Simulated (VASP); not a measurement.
Wanted: the native input for a VASP 6.6.1 run.

```yaml
Task: single point
Functional: PBEsol
Potentials_or_basis: VASP PAW PBE potentials, release 64 (Te)
Cutoff: 520 eV
k_mesh: 15 × 15 × 15
Occupations: gaussian, width 0.15 eV
Spin: no spin polarisation
Dipole_correction: no
Further_INCAR_settings: ALGO = Normal; EDIFF = 1e-07; NBANDS = 9
```

The structure of Te lies in POSCAR:

```
Te
1.0
    2.1515729123      1.2422112001      1.8404554692
   -2.1515729123      1.2422112001      1.8404554692
    0.0000000000     -2.4844224002      1.8404554692
Te
1
Direct
    0.5000000000      0.5000000000      0.5000000000
```

The input as run:

INCAR

```
SYSTEM = Te
ALGO     = Normal         ! electronic algorithm
EDIFF    = 1E-7           ! SCF threshold, eV
ENCUT    = 520            ! plane-wave cutoff, eV
GGA      = PS             ! functional
ISIF     = 2              ! what is computed and relaxed
ISMEAR   = 0              ! smearing method
LASPH    = .TRUE.         ! aspherical terms in the spheres
LCHARG   = .FALSE.        ! write CHGCAR
LREAL    = .FALSE.        ! projectors in reciprocal space
LWAVE    = .FALSE.        ! write WAVECAR
NBANDS   = 9              ! bands
NELM     = 100            ! most SCF steps
PREC     = Accurate       ! precision mode
SIGMA    = 0.15           ! smearing width, eV
```

KPOINTS

```
k-points
0
G
  15 15 15
  0 0 0
```

Potentials or basis: VASP PAW PBE potentials, release 64 (Te).

Run with:

```console
$ cat potpaw_PBE.64/Te/POTCAR > POTCAR
$ mpirun -np 1 vasp_std > vasp.out
```

It gave:

The pressure is 3.7 GPa and the band gap on the k mesh is zero (bands 3 and 4 overlap by 5.98 eV).

Caveat: the cell stands under pressure; the PAW data sets were made with another functional, which shifts forces and pressure a little; spin-orbit coupling is left out, which moves the levels of the heavy elements.

Run time: 55 s on 1 thread of Intel Xeon 8259CL (shared host), peak memory 0.21 GiB.
